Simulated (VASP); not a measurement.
Input of a VASP 6.6.1 run:

INCAR

```
PREC     = Accurate       # precision mode
ENCUT    = 600            # plane-wave cutoff, eV
EDIFF    = 1E-6           # SCF threshold, eV
ISMEAR   = 0              # smearing method
SIGMA    = 0.02           # smearing width, eV
LREAL    = F              # projectors in reciprocal space
LASPH    = T              # aspherical terms in the spheres
NELM     = 100            # most SCF steps
ALGO     = Normal         # electronic algorithm
ISIF     = 4              # what is computed and relaxed
LWAVE    = F              # write WAVECAR
LCHARG   = F              # write CHGCAR
GGA      = PE             # functional
IVDW     = 12             # dispersion correction
IBRION   = 2              # ionic algorithm
NSW      = 50             # ionic steps
EDIFFG   = -0.01          # ionic threshold
```

Contents of KPOINTS:

```
Automatic mesh
0
Gamma
  12 12 12
```

POSCAR

```
SiO2
1.0
    1.3300974234      0.7679321054      4.5251990817
   -1.3300974234      0.7679321054      4.5251990817
    0.0000000000     -1.5358642109      4.5251990817
Si O
1 2
Direct
    0.5000000000      0.5000000000      0.5000000000
    0.7666236705      0.7666236705      0.7666236705
    0.2333763295      0.2333763295      0.2333763295
```

Potentials or basis: VASP PAW PBE potentials, release 64 (Si, O).

Command:

```sh
$ cat potpaw_PBE.64/Si/POTCAR potpaw_PBE.64/O/POTCAR > POTCAR
$ mpirun -np 1 vasp_std > vasp.out
```

Estimate the band gap on the k mesh.

6.09 eV (least direct gap 6.29 eV).

Estimate the dispersion energy per atom.

-0.194 eV.

The path:
```
step  energy change (eV)  largest force (eV/Å)  pressure (GPa)  volume (Å³)
   1              0.0000                0.4798            7.71        27.73
   2             -0.0150                0.0879            2.73        27.73
   3             -0.0151                0.1381            2.31        27.73
   4             -0.0192                0.0040            1.08        27.73
```

A k mesh can miss the band edges.
